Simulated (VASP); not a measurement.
# Mn (Pm-3m) in VASP: a series of runs

The runs below take Mn through relaxation of cell and atoms, single point, with r2SCAN.

All numbers are computed with VASP 6.6.1; they aren't measurements. Logs are shortened: lines on timing, memory, paths and dates and some standing lists are left out, and cuts for length are marked.

## 1. The cell of the first run

The structure is cubic, space group Pm-3m (No. 221). Conventional cell: a = 2.332 Å, b = 2.332 Å, c = 2.332 Å, α = 90.00°, β = 90.00°, γ = 90.00°. Within 3.1 Å of Mn (site symmetry m-3m) lie 6 Mn at 2.33 Å.

## 2. Relaxation of cell and atoms, r2SCAN

Input file POSCAR:

```
Mn
1.0
    2.3324620846      0.0000000000      0.0000000000
    0.0000000000      2.3324620846      0.0000000000
    0.0000000000      0.0000000000      2.3324620846
Mn
1
Direct
    0.0000000000      0.0000000000      0.0000000000
```

Input file INCAR.step1:

```
SYSTEM = Mn
ALGO = Normal ; EDIFF = 1E-4
ENCUT = 600 ; GGA = PE
ISMEAR = -1 ; LASPH = .TRUE.
LCHARG = .FALSE. ; LREAL = .FALSE.
LWAVE = .TRUE. ; NELM = 80
PREC = Accurate ; SIGMA = 0.1
```

Input file INCAR.step2:

```
SYSTEM = Mn
ALGO = Normal ; EDIFF = 1E-6
EDIFFG = -0.01 ; ENCUT = 600
IBRION = 2 ; ISIF = 3
ISMEAR = -1 ; ISTART = 1
LASPH = .TRUE. ; LCHARG = .FALSE.
LMIXTAU = .TRUE. ; LREAL = .FALSE.
LWAVE = .FALSE. ; METAGGA = R2SCAN
NELM = 80 ; NSW = 80
PREC = Accurate ; SIGMA = 0.1
```

Input file KPOINTS:

```
k-points
0
G
  13 13 13
  0 0 0
```

Potentials or basis: VASP PAW PBE potentials, release 64 (Mn_pv).

Started as:

```sh
> cat potpaw_PBE.64/Mn_pv/POTCAR > POTCAR
> cp INCAR.step1 INCAR
> mpirun -np 1 vasp_std > vasp.out
> cp INCAR.step2 INCAR
> mpirun -np 1 vasp_std > vasp.out
```

OUTCAR:

```text
SYSTEM = Mn
   EDIFF = 1E-6
   EDIFFG = -0.01
   ENCUT = 600
   IBRION = 2
   ISIF = 3
   ISMEAR = -1
   ISTART = 1
   LASPH = .TRUE.
   LREAL = .FALSE.
   METAGGA = R2SCAN
   NELM = 80
   NSW = 80
   PREC = Accurate

 ion  position               nearest neighbor table
   1  0.000  0.000  0.000-

  LATTYP: Found a simple cubic cell.
 ALAT       =     2.3324620846

  Lattice vectors:

 A1 = (   2.3324620846,   0.0000000000,   0.0000000000)
 A2 = (   0.0000000000,   2.3324620846,   0.0000000000)
 A3 = (   0.0000000000,   0.0000000000,   2.3324620846)

Analysis of symmetry for initial positions (statically):
=====================================================================
 Subroutine PRICEL returns:
 Original cell was already a primitive cell.

 Routine SETGRP: Setting up the symmetry group for a
 simple cubic supercell.

 Subroutine GETGRP returns: Found 48 space group operations
 (whereof 48 operations were pure point group operations)
 out of a pool of 48 trial point group operations.

The static configuration has the point symmetry O_h .

Analysis of symmetry for dynamics (positions and initial velocities):
=====================================================================
 Subroutine PRICEL returns:
 Original cell was already a primitive cell.

 Routine SETGRP: Setting up the symmetry group for a
 simple cubic supercell.

 Subroutine GETGRP returns: Found 48 space group operations
 (whereof 48 operations were pure point group operations)
 out of a pool of 48 trial point group operations.

The dynamic configuration has the point symmetry O_h .

 Subroutine INISYM returns: Found 48 space group operations
 (whereof 48 operations are pure point group operations),
 and found     1 'primitive' translations

----------------------------------------------------------------------------------------

                                     Primitive cell

  volume of cell :      12.6895

  direct lattice vectors                    reciprocal lattice vectors
     2.332462085  0.000000000  0.000000000     0.428731514  0.000000000  0.000000000
     0.000000000  2.332462085  0.000000000     0.000000000  0.428731514  0.000000000
     0.000000000  0.000000000  2.332462085     0.000000000  0.000000000  0.428731514

  length of vectors
     2.332462085  2.332462085  2.332462085     0.428731514  0.428731514  0.428731514

  position of ions in fractional coordinates (direct lattice)
     0.000000000  0.000000000  0.000000000

  ion indices of the primitive-cell ions
   primitive index   ion index
                 1           1

----------------------------------------------------------------------------------------

 KPOINTS: k-points

Automatic generation of k-mesh.
 Grid dimensions read from file:
 generate k-points for:   13   13   13

 Generating k-lattice:

  Cartesian coordinates                     Fractional coordinates (reciprocal lattice)
     0.032979347  0.000000000  0.000000000     0.076923077  0.000000000  0.000000000
     0.000000000  0.032979347  0.000000000     0.000000000  0.076923077  0.000000000
     0.000000000  0.000000000  0.032979347     0.000000000  0.000000000  0.076923077

  Length of vectors
     0.032979347  0.032979347  0.032979347

  Shift w.r.t. Gamma in fractional coordinates (k-lattice)
     0.000000000  0.000000000  0.000000000

 Subroutine IBZKPT returns following result:
 ===========================================

 Found     84 irreducible k-points:

 Following reciprocal coordinates:
            Coordinates               Weight
  0.000000  0.000000  0.000000      1.000000
  0.076923  0.000000  0.000000      6.000000
  0.153846  0.000000  0.000000      6.000000
  0.230769  0.000000  0.000000      6.000000
  0.307692  0.000000  0.000000      6.000000
  0.384615  0.000000  0.000000      6.000000
[... 16 lines left out ...]
  0.307692  0.307692  0.000000     12.000000
  0.384615  0.307692  0.000000     24.000000
 [... further k-points ...]
   k-points           NKPTS =     84   k-points in BZ     NKDIM =     84   number of bands    NBANDS=     10
   number of dos      NEDOS =    301   number of ions     NIONS =      1
   total plane-waves  NPLWV =   8000
   dimension x,y,z NGX =    20 NGY =   20 NGZ =   20
   dimension x,y,z NGXF=    40 NGYF=   40 NGZF=   40
   ions per type =               1
   NGX,Y,Z   is equivalent  to a cutoff of  14.25, 14.25, 14.25 a.u.
   NGXF,Y,Z  is equivalent  to a cutoff of  28.51, 28.51, 28.51 a.u.
 SYSTEM =  Mn
   PREC   = accura    normal or accurate (medium, high low for compatibility)
   ISTART =      1    job   : 0-new  1-cont  2-samecut
   ICHARG =      0    charge: 1-file 2-atom 10-const
   ISPIN  =      1    spin polarized calculation?
   LNONCOLLINEAR =      F non collinear calculations
   LSORBIT =      F    spin-orbit coupling
   LASPH  =      T    aspherical Exc in radial PAW
   ENCUT  =  600.0 eV  44.10 Ry    6.64 a.u.   4.66  4.66  4.66*2*pi/ulx,y,z
   NELM   =     80;   NELMIN=  2; NELMDL=  0     # of ELM steps
   EDIFF  = 0.1E-05   stopping-criterion for ELM
   LREAL  =      F    real-space projection
   EDIFFG = -.1E-01   stopping-criterion for IOM
   NSW    =     80    number of steps for IOM
   IBRION =      2    ionic relax: 0-MD 1-quasi-New 2-CG
   NFREE  =      1    steps in history (QN), initial steepest desc. (CG)
   ISIF   =      3    stress and relaxation
   ISYM   =      2    0-nonsym 1-usesym 2-fastsym
   POTIM  = 0.5000    time-step for ionic-motion
   TEBEG  =    0.0;   TEEND  =   0.0 temperature during run
   PSTRESS=    0.0 pullay stress
   NELECT =      13.0000    total number of electrons
   NUPDOWN=      -1.0000    fix difference up-down
   EMIN   =  10.00;   EMAX   =-10.00  energy-range for DOS
   EFERMI =   0.00;   METHOD = LEGACY
   ISMEAR =    -1;   SIGMA  =   0.10  broadening in eV -4-tet -1-fermi 0-gaus
   EFERMI_NEDOS =   21; number of points for ismear=-14 and -15
   IALGO  =     38    algorithm
   IMIX   =      4    mixing-type and parameters
     AMIX     =   0.40;   BMIX     =  1.00
     AMIX_MAG =   1.60;   BMIX_MAG =  1.00
  volume/ion in A,a.u.               =      12.69        85.63
  Fermi-wavevector in a.u.,A,eV,Ry     =   1.650345  3.118699 37.057344  2.723638
  Thomas-Fermi vector in A             =   2.739310
   LORBIT       =      0    0 simple, 1 ext, 2 COOP (PROOUT), +10 PAW based schemes
   METAGGA = R2SCAN    functional components
   LHFCALC =     F    Hartree Fock is set to
   AEXX    =    0.0000 exact exchange contribution
   IVDW    =     0    specifies the selected vdW correction
   LEPSILON=     F    determine dielectric tensor
   LRPA    =     F    only Hartree local field effects (RPA)
 conjugate gradient relaxation of ions
 non-spin polarized calculation
  energy-cutoff  :      600.00
  volume of cell :       12.69
 maximum number of plane-waves:       449
 NGX is ok and might be reduce to    20
   NGX =  9   NGY =  9   NGZ =  9

--------------------------------------- Ionic step        1  -------------------------------------------

 number of electron      13.0000013 magnetization

 Free energy of the ion-electron system (eV)
  ---------------------------------------------------
  ext. energy  EPLUGINS =         0.00000000
  ---------------------------------------------------
  free energy    TOTEN  =       -13.32253823 eV

  energy without entropy =      -13.25910844  energy(sigma->0) =      -13.29082333

------------------------ aborting loop because EDIFF is reached ----------------------------------------

  FORCE on cell =-STRESS in cart. coord.  units (eV):
  Direction    XX          YY          ZZ          XY          YZ          ZX
  --------------------------------------------------------------------------------------
  -------------------------------------------------------------------------------------
  Total       -1.3939292     -1.3939292     -1.3939292      0.0000000      0.0000000      0.0000000
  in kB     -175.9979196   -175.9979196   -175.9979196      0.0000000      0.0000000      0.0000000
  external PRESSURE =    -175.9979196 kB  Pullay stress =       0.0000000 kB

 VOLUME and BASIS-vectors are now :
 -----------------------------------------------------------------------------
  energy-cutoff  :      600.00
  volume of cell :       12.69
      direct lattice vectors                 reciprocal lattice vectors
     2.332462085  0.000000000  0.000000000     0.428731514  0.000000000  0.000000000
     0.000000000  2.332462085  0.000000000     0.000000000  0.428731514  0.000000000
     0.000000000  0.000000000  2.332462085     0.000000000  0.000000000  0.428731514

 POSITION                                       TOTAL-FORCE (eV/Angst)
 -----------------------------------------------------------------------------------
      0.00000      0.00000      0.00000         0.000000      0.000000      0.000000
 -----------------------------------------------------------------------------------
    total drift:                                0.000000      0.000000      0.000000

  FREE ENERGIE OF THE ION-ELECTRON SYSTEM (eV)
  ---------------------------------------------------
  free  energy   TOTEN  =       -13.3225382278 eV

  energy  without entropy=      -13.2591084416  energy(sigma->0) =      -13.29082333

--------------------------------------- Ionic step        2  -------------------------------------------

 number of electron      12.9999991 magnetization

 E-fermi :  11.5306     XC(G=0): -15.4881

 val. band max:       11.5011313692   @ k =   0.3846   0.3846   0.0769
 cond. band min:      11.5449061775   @ k =   0.2308   0.2308   0.1538
 fundamental gap:      0.0437748083
 Fermi energy:        11.5306222332

 k-point     1 :       0.0000    0.0000    0.0000
  band No.  band energies     occupation
      1     -37.9485      2.00000
      2     -37.9485      2.00000
      3     -37.9485      2.00000
      4       2.3076      2.00000
      5       6.7305      2.00000
      6       6.7305      2.00000
      7      13.6792      0.00000
      8      13.6792      0.00000
      9      13.6792      0.00000
     10      34.8506      0.00000

 k-point     2 :       0.0769    0.0000    0.0000
  band No.  band energies     occupation
      1     -38.0320      2.00000
      2     -37.9414      2.00000
      3     -37.9414      2.00000
      4       2.5355      2.00000
      5       6.7797      2.00000
      6       6.9018      2.00000
      7      13.5265      0.00000
      8      13.5265      0.00000
      9      13.6908      0.00000
     10      32.7923      0.00000
[... 343 lines left out ...]
 POSITION                                       TOTAL-FORCE (eV/Angst)
 -----------------------------------------------------------------------------------
      0.00000      0.00000      0.00000         0.000000      0.000000      0.000000
 -----------------------------------------------------------------------------------
    total drift:                                0.000000      0.000000      0.000000

  FREE ENERGIE OF THE ION-ELECTRON SYSTEM (eV)
  ---------------------------------------------------
  free  energy   TOTEN  =       -13.3895671668 eV

  energy  without entropy=      -13.3329256014  energy(sigma->0) =      -13.36124638

--------------------------------------- Ionic step        4  -------------------------------------------

 number of electron      12.9999993 magnetization

 Free energy of the ion-electron system (eV)
  ---------------------------------------------------
  ext. energy  EPLUGINS =         0.00000000
  ---------------------------------------------------
  free energy    TOTEN  =       -13.38963199 eV

  energy without entropy =      -13.33316716  energy(sigma->0) =      -13.36139958

 E-fermi :   9.8425     XC(G=0): -14.7051

 val. band max:        9.8389672008   @ k =   0.4615   0.1538   0.0000
 cond. band min:       9.8674366836   @ k =   0.3846   0.3846   0.0769
 fundamental gap:      0.0284694829
 Fermi energy:         9.8425000676

 k-point     1 :       0.0000    0.0000    0.0000
  band No.  band energies     occupation
      1     -39.7062      2.00000
      2     -39.7062      2.00000
      3     -39.7062      2.00000
      4       1.1757      2.00000
      5       5.6730      2.00000
      6       5.6730      2.00000
      7      11.6702      0.00000
      8      11.6702      0.00000
      9      11.6702      0.00000
     10      31.5765      0.00000

 k-point     2 :       0.0769    0.0000    0.0000
  band No.  band energies     occupation
      1     -39.7650      2.00000
      2     -39.7013      2.00000
      3     -39.7013      2.00000
      4       1.3831      2.00000
      5       5.7152      2.00000
      6       5.8140      2.00000
      7      11.5433      0.00000
      8      11.5433      0.00000
      9      11.6798      0.00000
     10      29.5701      0.00000
[... 308 lines left out ...]
 POSITION                                       TOTAL-FORCE (eV/Angst)
 -----------------------------------------------------------------------------------
      0.00000      0.00000      0.00000         0.000000      0.000000      0.000000
 -----------------------------------------------------------------------------------
    total drift:                                0.000000      0.000000      0.000000

  FREE ENERGIE OF THE ION-ELECTRON SYSTEM (eV)
  ---------------------------------------------------
  free  energy   TOTEN  =       -13.3896319880 eV

  energy  without entropy=      -13.3331671642  energy(sigma->0) =      -13.36139958

 reached required accuracy - stopping structural energy minimisation
```

It took 2.2 min on 1 thread of Intel Xeon Platinum 8259CL at 2.50GHz (Skylake/Cascade Lake), shared host; peak memory 0.14 GiB.

What came out:

```
Free energy                            : -13.3896 eV
Relaxed volume                         : 11.57 Å³/atom
Relaxed cell                           : a = 2.261 Å, b = 2.261 Å, c = 2.261 Å, α = 90.00°, β = 90.00°, γ = 90.00°
Space group after relaxing (to 0.05 Å) : Pm-3m (No. 221)
Energy gained by relaxing              : 67.1 meV/atom
Ionic steps                            : 4
Pressure after relaxing                : -0.1 GPa
```

Step by step:
| step | energy change (eV) | largest force (eV/Å) | pressure (GPa) | volume (Å³) |
| --- | --- | --- | --- | --- |
| 1 | 0.0000 | 0.0000 | -17.60 | 12.69 |
| 2 | 0.0564 | 0.0000 | 34.64 | 10.30 |
| 3 | -0.0670 | 0.0000 | -0.66 | 11.59 |
| 4 | -0.0671 | 0.0000 | -0.13 | 11.57 |

Final structure:
```cif
data_structure
_symmetry_space_group_name_H-M 'P 1'
_symmetry_Int_Tables_number 1
_cell_length_a 2.2615
_cell_length_b 2.2615
_cell_length_c 2.2615
_cell_angle_alpha 90.000
_cell_angle_beta 90.000
_cell_angle_gamma 90.000
_cell_volume 11.57
loop_
_atom_site_label
_atom_site_type_symbol
_atom_site_fract_x
_atom_site_fract_y
_atom_site_fract_z
_atom_site_occupancy
Mn1 Mn 0.00000 0.00000 0.00000 1
```

Levels at points of the mesh, in eV from the Fermi level:
```
           k point  band 4  band 5  band 6  band 7  band 8  band 9
(0.00, 0.00, 0.00)   -8.67   -4.17   -4.17    1.83    1.83    1.83
```

Caveat: the PAW data sets were made with another functional, which shifts forces and pressure a little; the run has no spin polarisation, though such a crystal can be magnetic.

[end of part 1 of 2]
